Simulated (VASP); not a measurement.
# Hf in VASP: notebook, part 2 of 2

VASP 6.6.1.

## 6. Single point, LDA

Input file INCAR:

```
SYSTEM = Hf
PREC = Accurate
ENCUT = 520
EDIFF = 1E-6
ISMEAR = 0
SIGMA = 0.15
LREAL = .False.
LASPH = .True.
NELM = 100
ALGO = Fast
ISIF = 2
LWAVE = .False.
LCHARG = .True.
LELF = .True.
LVHAR = .True.
NBANDS = 11
```

Input file KPOINTS:

```
Automatic mesh
0
Gamma
  18 18 18
  0 0 0
```

Input file POSCAR:

```
Hf
1.0
    0.0000000000      2.3724336746      1.8529528837
    2.3144471490      0.0000000000      1.8529528837
    2.3144471490      2.3724336746      0.0000000000
Hf
1
Direct
    0.0000000000      0.0000000000      0.0000000000
```

Potentials or basis: VASP PAW LDA potentials, release 64 (Hf_pv).

Run with:

```bash
> cat potpaw_LDA.64/Hf_pv/POTCAR > POTCAR
> mpirun -np 1 vasp_std > vasp.out
```

OUTCAR:

```text
SYSTEM = Hf
   PREC = Accurate
   ENCUT = 520
   EDIFF = 1E-6
   ISMEAR = 0
   LREAL = .False.
   LASPH = .True.
   NELM = 100
   ISIF = 2

 ion  position               nearest neighbor table
   1  0.000  0.000  0.000-

  LATTYP: Found a face centered orthorhombic cell.
 ALAT       =     3.7059057674
 B/A-ratio  =     1.2490588235
 C/A-ratio  =     1.2803529412

  Lattice vectors:

 A1 = (   2.3144471490,   2.3724336746,   0.0000000000)
 A2 = (   0.0000000000,   2.3724336746,   1.8529528837)
 A3 = (   2.3144471490,   0.0000000000,   1.8529528837)

Analysis of symmetry for initial positions (statically):
=====================================================================
 Subroutine PRICEL returns:
 Original cell was already a primitive cell.

 Routine SETGRP: Setting up the symmetry group for a
 face centered orthorhombic supercell.

 Subroutine GETGRP returns: Found  8 space group operations
 (whereof  8 operations were pure point group operations)
 out of a pool of  8 trial point group operations.

The static configuration has the point symmetry D_2h.

Analysis of symmetry for dynamics (positions and initial velocities):
=====================================================================
 Subroutine PRICEL returns:
 Original cell was already a primitive cell.

 Routine SETGRP: Setting up the symmetry group for a
 face centered orthorhombic supercell.

 Subroutine GETGRP returns: Found  8 space group operations
 (whereof  8 operations were pure point group operations)
 out of a pool of  8 trial point group operations.

The dynamic configuration has the point symmetry D_2h.

 Subroutine INISYM returns: Found  8 space group operations
 (whereof  8 operations are pure point group operations),
 and found     1 'primitive' translations

----------------------------------------------------------------------------------------

                                     Primitive cell

  volume of cell :      20.3487

  direct lattice vectors                    reciprocal lattice vectors
     0.000000000  2.372433675  1.852952884    -0.216034313  0.210754048  0.269839565
     2.314447149  0.000000000  1.852952884     0.216034313 -0.210754048  0.269839565
     2.314447149  2.372433675  0.000000000     0.216034313  0.210754048 -0.269839565

  length of vectors
     3.010294990  2.964810280  3.314378848     0.404847482  0.404847482  0.404847482

  position of ions in fractional coordinates (direct lattice)
     0.000000000  0.000000000  0.000000000

  ion indices of the primitive-cell ions
   primitive index   ion index
                 1           1

----------------------------------------------------------------------------------------

 KPOINTS: Automatic mesh

Automatic generation of k-mesh.
 Grid dimensions read from file:
 generate k-points for:   18   18   18

 Generating k-lattice:

  Cartesian coordinates                     Fractional coordinates (reciprocal lattice)
    -0.012001906  0.011708558  0.014991087     0.055555556  0.000000000  0.000000000
     0.012001906 -0.011708558  0.014991087     0.000000000  0.055555556  0.000000000
     0.012001906  0.011708558 -0.014991087    -0.000000000 -0.000000000  0.055555556

  Length of vectors
     0.022491527  0.022491527  0.022491527

  Shift w.r.t. Gamma in fractional coordinates (k-lattice)
     0.000000000  0.000000000  0.000000000

 Subroutine IBZKPT returns following result:
 ===========================================

 Found    865 irreducible k-points:

 Following reciprocal coordinates:
            Coordinates               Weight
  0.000000  0.000000  0.000000      1.000000
  0.055556  0.000000  0.000000      8.000000
  0.111111  0.000000  0.000000      8.000000
  0.166667 -0.000000 -0.000000      8.000000
  0.222222  0.000000  0.000000      8.000000
  0.277778  0.000000  0.000000      8.000000
[... 16 lines left out ...]
 -0.277778  0.055556  0.000000      8.000000
 -0.222222  0.055556  0.000000      8.000000
 [... further k-points ...]
   k-points           NKPTS =    865   k-points in BZ     NKDIM =    865   number of bands    NBANDS=     11
   number of dos      NEDOS =    301   number of ions     NIONS =      1
   total plane-waves  NPLWV =  16128
   dimension x,y,z NGX =    24 NGY =   24 NGZ =   28
   dimension x,y,z NGXF=    48 NGYF=   48 NGZF=   56
   ions per type =               1
   NGX,Y,Z   is equivalent  to a cutoff of  13.25, 13.46, 14.04 a.u.
   NGXF,Y,Z  is equivalent  to a cutoff of  26.51, 26.92, 28.09 a.u.
 SYSTEM =  Hf
   PREC   = accura    normal or accurate (medium, high low for compatibility)
   ISTART =      0    job   : 0-new  1-cont  2-samecut
   ICHARG =      2    charge: 1-file 2-atom 10-const
   ISPIN  =      1    spin polarized calculation?
   LNONCOLLINEAR =      F non collinear calculations
   LSORBIT =      F    spin-orbit coupling
   LASPH  =      T    aspherical Exc in radial PAW
   ENCUT  =  520.0 eV  38.22 Ry    6.18 a.u.   5.60  5.51  6.16*2*pi/ulx,y,z
   NELM   =    100;   NELMIN=  2; NELMDL= -5     # of ELM steps
   EDIFF  = 0.1E-05   stopping-criterion for ELM
   LREAL  =      F    real-space projection
[... 7 lines left out ...]
   TEBEG  =    0.0;   TEEND  =   0.0 temperature during run
   PSTRESS=    0.0 pullay stress
   NELECT =      10.0000    total number of electrons
   NUPDOWN=      -1.0000    fix difference up-down
   EMIN   =  10.00;   EMAX   =-10.00  energy-range for DOS
   EFERMI =   0.00;   METHOD = LEGACY
   ISMEAR =     0;   SIGMA  =   0.15  broadening in eV -4-tet -1-fermi 0-gaus
   EFERMI_NEDOS =   21; number of points for ismear=-14 and -15
   IALGO  =     68    algorithm
   IMIX   =      4    mixing-type and parameters
     AMIX     =   0.40;   BMIX     =  1.00
     AMIX_MAG =   1.60;   BMIX_MAG =  1.00
  volume/ion in A,a.u.               =      20.35       137.32
  Fermi-wavevector in a.u.,A,eV,Ry     =   1.291902  2.441341 22.708272  1.669011
  Thomas-Fermi vector in A             =   2.423643
   LORBIT       =      0    0 simple, 1 ext, 2 COOP (PROOUT), +10 PAW based schemes
   GGA     = CA    functional components
   LHFCALC =     F    Hartree Fock is set to
   AEXX    =    0.0000 exact exchange contribution
   IVDW    =     0    specifies the selected vdW correction
   LEPSILON=     F    determine dielectric tensor
   LRPA    =     F    only Hartree local field effects (RPA)
 non-spin polarized calculation
 RMM-DIIS sequential band-by-band and
 Gauss-broadening in eV      SIGMA  =   0.15
  energy-cutoff  :      520.00
  volume of cell :       20.35
 maximum number of plane-waves:       563
   NGX = 11   NGY = 11   NGZ = 13

 number of electron      10.0000000 magnetization

 number of electron       9.9999999 magnetization

 Free energy of the ion-electron system (eV)
  ---------------------------------------------------
  ext. energy  EPLUGINS =         0.00000000
  ---------------------------------------------------
  free energy    TOTEN  =       -10.56996798 eV

  energy without entropy =      -10.55074624  energy(sigma->0) =      -10.56035711

 E-fermi :   5.1601     XC(G=0): -11.9065

 val. band max:        5.1592111954   @ k =  -0.2222   0.1111   0.1667
 cond. band min:       5.1623942663   @ k =  -0.1111   0.1111   0.1667
 fundamental gap:      0.0031830709
 Fermi energy:         5.1601316417

 k-point     1 :       0.0000    0.0000    0.0000
  band No.  band energies     occupation
      1     -24.2124      2.00000
      2     -24.1971      2.00000
      3     -24.1825      2.00000
      4      -2.1444      2.00000
      5       6.1320      0.00000
      6       6.5110      0.00000
      7       7.5564      0.00000
      8       8.7182      0.00000
      9      10.4689      0.00000
     10      17.9041      0.00000
     11      19.4227      0.00000

 k-point     2 :       0.0556    0.0000    0.0000
  band No.  band energies     occupation
      1     -24.2384      2.00000
      2     -24.2114      2.00000
      3     -24.1901      2.00000
      4      -2.0189      2.00000
      5       6.1426      0.00000
      6       6.5096      0.00000
      7       7.5586      0.00000
      8       8.6370      0.00000
      9      10.3910      0.00000
     10      18.1728      0.00000
     11      19.6309      0.00000
[... 295 lines left out ...]
 k-point    24 :      -0.2222    0.0556    0.0000
  band No.  band energies     occupation
      1     -24.7151      2.00000
      2     -24.3392      2.00000
      3     -24.2401      2.00000
      4      -0.2042      2.00000
      5       5.6015      0.00003
      6       6.0233      0.00000
      7       8.1642      0.00000
      8       8.6093      0.00000
      9      10.3087      0.00000
     10      17.7595      0.00000
     11      19.4720      0.00000

 [... further k-points ...]
[... 5 lines left out ...]
  --------------------------------------------------------------------------------------
  -------------------------------------------------------------------------------------
  Total        0.1174053     -0.0921323      0.3624294      0.0000000      0.0000000      0.0000000
  in kB        9.2440542     -7.2541503     28.5363442      0.0000000      0.0000000      0.0000000
  external PRESSURE =      10.1754160 kB  Pullay stress =       0.0000000 kB

 VOLUME and BASIS-vectors are now :
 -----------------------------------------------------------------------------
  energy-cutoff  :      520.00
  volume of cell :       20.35
      direct lattice vectors                 reciprocal lattice vectors
     0.000000000  2.372433675  1.852952884    -0.216034313  0.210754048  0.269839565
     2.314447149  0.000000000  1.852952884     0.216034313 -0.210754048  0.269839565
     2.314447149  2.372433675  0.000000000     0.216034313  0.210754048 -0.269839565

 POSITION                                       TOTAL-FORCE (eV/Angst)
 -----------------------------------------------------------------------------------
      0.00000      0.00000      0.00000         0.000000     -0.000000      0.000000
 -----------------------------------------------------------------------------------
    total drift:                               -0.000000     -0.000000      0.000000

  FREE ENERGIE OF THE ION-ELECTRON SYSTEM (eV)
  ---------------------------------------------------
  free  energy   TOTEN  =       -10.5699679831 eV

  energy  without entropy=      -10.5507462401  energy(sigma->0) =      -10.56035711
```

Wall time 1.9 min (1 thread of Intel Xeon Platinum 8375C at 2.90GHz (Ice Lake), shared host); peak memory 0.3 GiB.

What came out:

- Free energy: -10.5700 eV
- Pressure: 1.0 GPa
- Band gap on the k mesh: zero (band 5 reaches 6.35 eV, above the bottom of band 6 at 4.34 eV)

Caveat: the cell differs from its parent crystal (strain +e along x and -e along y -0.0133, strain +e along z and -e/2 along x and y -0.1500); spin-orbit coupling is left out, which moves the levels of the heavy elements.

## 7. Overview

| cell | gap on the mesh (eV) | pressure (GPa) |
| --- | --- | --- |
| a = 3.015, b = 3.015, c = 3.237 Å, angles 57.5, 57.5, 64.9°, 1 atom | none | 0.6 |
| a = 3.168, b = 3.168, c = 2.929 Å, angles 62.5, 62.5, 55.1°, 1 atom | none | 0.6 |
| a = 3.236, b = 3.199, c = 2.852 Å, angles 64.3, 63.0, 52.6°, 1 atom | none | 1.2 |
| a = 3.056, b = 2.920, c = 3.316 Å, angles 58.3, 54.3, 67.4°, 1 atom | none | 1.2 |
| a = 3.010, b = 2.965, c = 3.314 Å, angles 57.0, 55.7, 67.4°, 1 atom | none | 1.0 |

Alike in all rows: task single point; level LDA; potentials or basis VASP PAW LDA potentials, release 64 (Hf_pv); no spin polarisation; k mesh 18 × 18 × 18; cutoff (eV) 520; smearing gaussian 0.15 eV.

Caveats: spin-orbit coupling is left out, which moves the levels of the heavy elements.

Absolute energies hang on the potentials; compare differences alone.
